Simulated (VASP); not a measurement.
# LuB2Os2 (I4/mmm) in VASP: single point with PBE

Aim: the single point of LuB2Os2 with PBE.

Everything below comes from runs of VASP 6.6.1. Logs are shortened: lines on timing, memory, paths and dates and some standing lists are left out, and cuts for length are marked.

### 1 The cell of the first run

The structure is tetragonal, space group I4/mmm (No. 139). The conventional cell has a = 3.778 Å, b = 3.778 Å, c = 8.778 Å, α = 90.00°, β = 90.00°, γ = 90.00°. B (site symmetry -4m2) has 4 Os at 2.18 Å and 4 B at 2.67 Å and 4 Lu at 2.90 Å within 2.9 Å. Lu (site symmetry 4/mmm) has 10 Os at 2.89 to 3.29 Å and 8 B at 2.90 Å and 4 Lu at 3.78 Å within 3.8 Å. Os (site symmetry 4mm) has 4 B at 2.18 Å and 1 Os at 2.19 Å and 4 Lu at 2.89 Å within 2.9 Å.

### 2 Single point, PBE

File INCAR:

```
SYSTEM = LuB2Os2
ALGO = Normal
EDIFF = 1E-7
ENCUT = 520
GGA = PE
ISIF = 2
ISMEAR = -1
LASPH = .TRUE.
LCHARG = .TRUE.
LELF = .TRUE.
LREAL = .FALSE.
LVHAR = .TRUE.
LWAVE = .FALSE.
NBANDS = 32
NELM = 80
PREC = Accurate
SIGMA = 0.1
```

File KPOINTS:

```
k-points
0
G
  10 10 10
  0 0 0
```

File POSCAR:

```
LuB2Os2
1.0
    0.0000000000      3.7775430000      0.0000000000
    3.7775430000      0.0000000000      0.0000000000
    1.8887720000      1.8887720000     -4.3891460000
B Lu Os
2 1 2
Direct
    0.7500000000      0.2500000000      0.5000000000
    0.2500000000      0.7500000000      0.5000000000
    0.0000000000      0.0000000000      0.0000000000
    0.3750000000      0.3750000000      0.2500000000
    0.6250000000      0.6250000000      0.7500000000
```

Potentials or basis: VASP PAW PBE potentials, release 64 (B, Lu, Os).

Run with:

```bash
cat potpaw_PBE.64/B/POTCAR potpaw_PBE.64/Lu/POTCAR potpaw_PBE.64/Os/POTCAR > POTCAR
mpirun -np 1 vasp_std > vasp.out
```

OUTCAR:

```text
SYSTEM = LuB2Os2
   EDIFF = 1E-7
   ENCUT = 520
   GGA = PE
   ISIF = 2
   ISMEAR = -1
   LASPH = .TRUE.
   LREAL = .FALSE.
   NELM = 80
   PREC = Accurate

 ion  position               nearest neighbor table
   1  0.750  0.250  0.500-   4 2.18   5 2.18   5 2.18   4 2.18   3 2.90   3 2.90   3 2.90   3 2.90

   2  0.250  0.750  0.500-   4 2.18   5 2.18   5 2.18   4 2.18   3 2.90   3 2.90   3 2.90   3 2.90

   3  0.000  0.000  0.000-   5 2.89   4 2.89   5 2.89   4 2.89   4 2.89   5 2.89   5 2.89   4 2.89
                             1 2.90   2 2.90   2 2.90   1 2.90   2 2.90   1 2.90   2 2.90   1 2.90
   4  0.375  0.375  0.250-   2 2.18   1 2.18   1 2.18   2 2.18   5 2.19   3 2.89   3 2.89   3 2.89
                             3 2.89   3 3.29
   5  0.625  0.625  0.750-   2 2.18   1 2.18   1 2.18   2 2.18   4 2.19   3 2.89   3 2.89   3 2.89
                             3 2.89   3 3.29

  LATTYP: Found a body centered tetragonal cell.
 ALAT       =     3.7775430000
 C/A-ratio  =     2.3238099474

  Lattice vectors:

 A1 = (  -1.8887720000,   1.8887710000,   4.3891460000)
 A2 = (   1.8887710000,  -1.8887720000,   4.3891460000)
 A3 = (   1.8887720000,   1.8887720000,  -4.3891460000)

Analysis of symmetry for initial positions (statically):
=====================================================================
 Subroutine PRICEL returns:
 Original cell was already a primitive cell.

 Routine SETGRP: Setting up the symmetry group for a
 body centered tetragonal supercell.

 Subroutine GETGRP returns: Found 16 space group operations
 (whereof 16 operations were pure point group operations)
 out of a pool of 16 trial point group operations.

The static configuration has the point symmetry D_4h.

Analysis of symmetry for dynamics (positions and initial velocities):
=====================================================================
 Subroutine PRICEL returns:
 Original cell was already a primitive cell.

 Routine SETGRP: Setting up the symmetry group for a
 body centered tetragonal supercell.

 Subroutine GETGRP returns: Found 16 space group operations
 (whereof 16 operations were pure point group operations)
 out of a pool of 16 trial point group operations.

The dynamic configuration has the point symmetry D_4h.

 Subroutine INISYM returns: Found 16 space group operations
 (whereof 16 operations are pure point group operations),
 and found     1 'primitive' translations

----------------------------------------------------------------------------------------

                                     Primitive cell

  volume of cell :      62.6324

  direct lattice vectors                    reciprocal lattice vectors
     0.000000000  3.777543000  0.000000000     0.000000000  0.264722334  0.113917407
     3.777543000  0.000000000  0.000000000     0.264722334  0.000000000  0.113917407
     1.888772000  1.888772000 -4.389146000     0.000000000  0.000000000 -0.227834754

  length of vectors
     3.777543000  3.777543000  5.138046511     0.288192800  0.288192800  0.227834754

  position of ions in fractional coordinates (direct lattice)
     0.750000000  0.250000000  0.500000000
     0.250000000  0.750000000  0.500000000
     0.000000000  0.000000000  0.000000000
     0.375000000  0.375000000  0.250000000
     0.625000000  0.625000000  0.750000000

  ion indices of the primitive-cell ions
   primitive index   ion index
                 1           1
                 2           2
                 3           3
                 4           4
                 5           5

----------------------------------------------------------------------------------------

 KPOINTS: k-points

Automatic generation of k-mesh.
 Grid dimensions read from file:
 generate k-points for:   10   10   10

 Generating k-lattice:

  Cartesian coordinates                     Fractional coordinates (reciprocal lattice)
     0.000000000  0.026472233  0.011391741     0.100000000  0.000000000 -0.000000000
     0.026472233  0.000000000  0.011391741     0.000000000  0.100000000 -0.000000000
     0.000000000  0.000000000 -0.022783475     0.000000000  0.000000000  0.100000000

  Length of vectors
     0.028819280  0.028819280  0.022783475

  Shift w.r.t. Gamma in fractional coordinates (k-lattice)
     0.000000000  0.000000000  0.000000000

 Subroutine IBZKPT returns following result:
 ===========================================

 Found    102 irreducible k-points:

 Following reciprocal coordinates:
            Coordinates               Weight
  0.000000  0.000000  0.000000      1.000000
  0.100000  0.000000 -0.000000      8.000000
  0.200000  0.000000 -0.000000      8.000000
  0.300000  0.000000 -0.000000      8.000000
  0.400000  0.000000  0.000000      8.000000
  0.500000  0.000000  0.000000      4.000000
[... 16 lines left out ...]
  0.300000  0.300000 -0.000000      8.000000
  0.400000  0.300000  0.000000     16.000000
 [... further k-points ...]
   k-points           NKPTS =    102   k-points in BZ     NKDIM =    102   number of bands    NBANDS=     32
   number of dos      NEDOS =    301   number of ions     NIONS =      5
   total plane-waves  NPLWV =  31360
   dimension x,y,z NGX =    28 NGY =   28 NGZ =   40
   dimension x,y,z NGXF=    56 NGYF=   56 NGZF=   80
   ions per type =               2   1   2
   NGX,Y,Z   is equivalent  to a cutoff of  12.32, 12.32, 12.94 a.u.
   NGXF,Y,Z  is equivalent  to a cutoff of  24.65, 24.65, 25.88 a.u.
 SYSTEM =  LuB2Os2
   PREC   = accura    normal or accurate (medium, high low for compatibility)
   ISTART =      0    job   : 0-new  1-cont  2-samecut
   ICHARG =      2    charge: 1-file 2-atom 10-const
   ISPIN  =      1    spin polarized calculation?
   LNONCOLLINEAR =      F non collinear calculations
   LSORBIT =      F    spin-orbit coupling
   LASPH  =      T    aspherical Exc in radial PAW
   ENCUT  =  520.0 eV  38.22 Ry    6.18 a.u.   7.02  7.02  9.55*2*pi/ulx,y,z
   NELM   =     80;   NELMIN=  2; NELMDL= -5     # of ELM steps
   EDIFF  = 0.1E-06   stopping-criterion for ELM
   LREAL  =      F    real-space projection
   EDIFFG = 0.1E-05   stopping-criterion for IOM
   NSW    =      0    number of steps for IOM
   IBRION =     -1    ionic relax: 0-MD 1-quasi-New 2-CG
   NFREE  =      0    steps in history (QN), initial steepest desc. (CG)
   ISIF   =      2    stress and relaxation
   ISYM   =      2    0-nonsym 1-usesym 2-fastsym
   POTIM  = 0.5000    time-step for ionic-motion
   TEBEG  =    0.0;   TEEND  =   0.0 temperature during run
   PSTRESS=    0.0 pullay stress
   NELECT =      47.0000    total number of electrons
   NUPDOWN=      -1.0000    fix difference up-down
   EMIN   =  10.00;   EMAX   =-10.00  energy-range for DOS
   EFERMI =   0.00;   METHOD = LEGACY
   ISMEAR =    -1;   SIGMA  =   0.10  broadening in eV -4-tet -1-fermi 0-gaus
   EFERMI_NEDOS =   21; number of points for ismear=-14 and -15
   IALGO  =     38    algorithm
   IMIX   =      4    mixing-type and parameters
     AMIX     =   0.40;   BMIX     =  1.00
     AMIX_MAG =   1.60;   BMIX_MAG =  1.00
  volume/ion in A,a.u.               =      12.53        84.53
  Fermi-wavevector in a.u.,A,eV,Ry     =   1.487674  2.811297 30.112067  2.213175
  Thomas-Fermi vector in A             =   2.600805
   LORBIT       =      0    0 simple, 1 ext, 2 COOP (PROOUT), +10 PAW based schemes
   GGA     = PE    functional components
   LHFCALC =     F    Hartree Fock is set to
   AEXX    =    0.0000 exact exchange contribution
   IVDW    =     0    specifies the selected vdW correction
   LEPSILON=     F    determine dielectric tensor
   LRPA    =     F    only Hartree local field effects (RPA)
 non-spin polarized calculation
  energy-cutoff  :      520.00
  volume of cell :       62.63
 maximum number of plane-waves:      1710
   NGX = 15   NGY = 15   NGZ = 19

 number of electron      46.9999999 magnetization

 Free energy of the ion-electron system (eV)
  ---------------------------------------------------
  ext. energy  EPLUGINS =         0.00000000
  ---------------------------------------------------
  free energy    TOTEN  =       -40.04886757 eV

  energy without entropy =      -39.96067005  energy(sigma->0) =      -40.00476881

 E-fermi :   7.1203     XC(G=0): -13.0417

 val. band max:        7.1173426290   @ k =  -0.4000   0.1000  -0.0000
 cond. band min:       7.1360607175   @ k =   0.0000   0.0000   0.5000
 fundamental gap:      0.0187180885
 Fermi energy:         7.1203443561

 k-point     1 :       0.0000    0.0000    0.0000
  band No.  band energies     occupation
      1     -48.5603      2.00000
      2     -19.3935      2.00000
      3     -19.2747      2.00000
      4     -19.2747      2.00000
      5      -4.6786      2.00000
      6       0.3457      2.00000
[... 24 lines left out ...]
     31      13.0608      0.00000
     32      13.4491      0.00000

 k-point     2 :       0.1000    0.0000   -0.0000
  band No.  band energies     occupation
      1     -48.5599      2.00000
      2     -19.3914      2.00000
      3     -19.2896      2.00000
      4     -19.2754      2.00000
      5      -4.5330      2.00000
      6       0.1553      2.00000
[... 24 lines left out ...]
     31      12.8186      0.00000
     32      13.0551      0.00000

 k-point     3 :       0.2000    0.0000   -0.0000
  band No.  band energies     occupation
      1     -48.5589      2.00000
      2     -19.3862      2.00000
      3     -19.3280      2.00000
      4     -19.2773      2.00000
      5      -4.1190      2.00000
      6      -0.2963      2.00000
[... 24 lines left out ...]
     31      12.7111      0.00000
     32      12.7660      0.00000

 k-point     4 :       0.3000    0.0000   -0.0000
  band No.  band energies     occupation
      1     -48.5577      2.00000
      2     -19.3822      2.00000
      3     -19.3722      2.00000
      4     -19.2796      2.00000
      5      -3.5054      2.00000
      6      -0.8780      2.00000
[... 24 lines left out ...]
     31      12.9793      0.00000
     32      13.0091      0.00000

 k-point     5 :       0.4000    0.0000    0.0000
  band No.  band energies     occupation
      1     -48.5567      2.00000
      2     -19.4132      2.00000
      3     -19.3731      2.00000
      4     -19.2815      2.00000
      5      -2.8022      2.00000
      6      -1.4844      2.00000
[... 584 lines left out ...]
     31      12.8383      0.00000
     32      13.5250      0.00000

 k-point    22 :      -0.2000    0.2000    0.0000
  band No.  band energies     occupation
      1     -48.5578      2.00000
      2     -19.3788      2.00000
      3     -19.3345      2.00000
      4     -19.3165      2.00000
      5      -3.7885      2.00000
      6      -0.2648      2.00000
[... 24 lines left out ...]
     31      12.4155      0.00000
     32      13.4785      0.00000

 k-point    23 :       0.3000    0.3000   -0.0000
  band No.  band energies     occupation
      1     -48.5559      2.00000
      2     -19.3782      2.00000
      3     -19.3679      2.00000
      4     -19.3524      2.00000
      5      -2.4028      2.00000
      6      -0.7573      2.00000
[... 24 lines left out ...]
     31      12.5823      0.00000
     32      14.0747      0.00000

 k-point    24 :       0.4000    0.3000    0.0000
  band No.  band energies     occupation
      1     -48.5552      2.00000
      2     -19.3934      2.00000
      3     -19.3726      2.00000
      4     -19.3554      2.00000
      5      -1.8356      2.00000
      6      -1.1013      2.00000
[... 24 lines left out ...]
     31      12.8820      0.00000
     32      14.0023      0.00000

 [... further k-points ...]

------------------------ aborting loop because EDIFF is reached ----------------------------------------

  FORCE on cell =-STRESS in cart. coord.  units (eV):
  Direction    XX          YY          ZZ          XY          YZ          ZX
  --------------------------------------------------------------------------------------
  -------------------------------------------------------------------------------------
  Total        9.5671128      9.5671128     12.8218986      0.0000000     -0.0000015     -0.0000015
  in kB      244.7330472    244.7330472    327.9926118      0.0000000     -0.0000374     -0.0000374
  external PRESSURE =     272.4862354 kB  Pullay stress =       0.0000000 kB

 VOLUME and BASIS-vectors are now :
 -----------------------------------------------------------------------------
  energy-cutoff  :      520.00
  volume of cell :       62.63
      direct lattice vectors                 reciprocal lattice vectors
     0.000000000  3.777543000  0.000000000     0.000000000  0.264722334  0.113917407
     3.777543000  0.000000000  0.000000000     0.264722334  0.000000000  0.113917407
     1.888772000  1.888772000 -4.389146000     0.000000000  0.000000000 -0.227834754

 POSITION                                       TOTAL-FORCE (eV/Angst)
 -----------------------------------------------------------------------------------
      1.88877      3.77754     -2.19457         0.000000     -0.000000      0.000000
      3.77754      1.88877     -2.19457        -0.000000      0.000000      0.000000
      0.00000      0.00000      0.00000        -0.000000     -0.000000      0.000000
      1.88877      1.88877     -1.09729         0.000001      0.000001     -5.803947
      3.77754      3.77754     -3.29186        -0.000001     -0.000001      5.803947
 -----------------------------------------------------------------------------------
    total drift:                                0.000000      0.000000      0.000000

  FREE ENERGIE OF THE ION-ELECTRON SYSTEM (eV)
  ---------------------------------------------------
  free  energy   TOTEN  =       -40.0488675657 eV

  energy  without entropy=      -39.9606700538  energy(sigma->0) =      -40.00476881
```

Run time: 3.3 min. Hardware: 1 thread of Intel Xeon Platinum 8259CL at 2.50GHz (Skylake/Cascade Lake), shared host; peak memory 0.34 GiB.

Results:

```yaml
Free_energy: -40.0489 eV
Pressure: 27.2 GPa
Largest_force: 5.804 eV/Å
```

Forces in eV/Å, atoms in the order of the input:
```
B    0.000  0.000  0.000
B    0.000  0.000  0.000
Lu   0.000  0.000  0.000
Os   0.000  0.000 -5.804
Os   0.000  0.000  5.804
```

Caveat: spin-orbit coupling is left out, which moves the levels of the heavy elements; forces of over 1 eV/Å act on the atoms, so gaps and moduli don't describe the material at rest.
